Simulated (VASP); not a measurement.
Runs of VASP 6.6.1 on CdTe. The structure is that of space group F-43m (No. 216), or close to it. The cells are those of the table. 

```csv
cell,gap on the mesh (eV),pressure (GPa)
"a = 4.416 Å, angles 60.0°, 2 atoms",1.12,9.5
"a = 4.607 Å, angles 60.0°, 2 atoms",0.72,2.0
"a = 4.570 Å, angles 60.0°, 2 atoms",0.80,3.1
"a = 4.643 Å, angles 60.0°, 2 atoms",(b),1.0
"a = 4.679 Å, angles 60.0°, 2 atoms",(a),0.1
"a = 4.376 Å, angles 60.0°, 2 atoms",1.20,11.7
"a = 4.456 Å, angles 60.0°, 2 atoms",1.03,7.6
"a = 4.494 Å, angles 60.0°, 2 atoms",0.95,5.9
```

Alike in all rows: task single point; level PBE; potentials or basis VASP PAW PBE potentials, release 64 (Cd, Te); no spin polarisation; k mesh 6 × 6 × 6; cutoff (eV) 500; smearing gaussian 0.01 eV.

Problem. Estimate the missing entries.

Solution. (a) 0.58; (b) 0.65.

Caveats: spin-orbit coupling is left out, which moves the levels of the heavy elements; the cell stands under pressure (at least some runs).

A k mesh can miss the band edges, and the runs leave out spin-orbit coupling on Cd, Te.
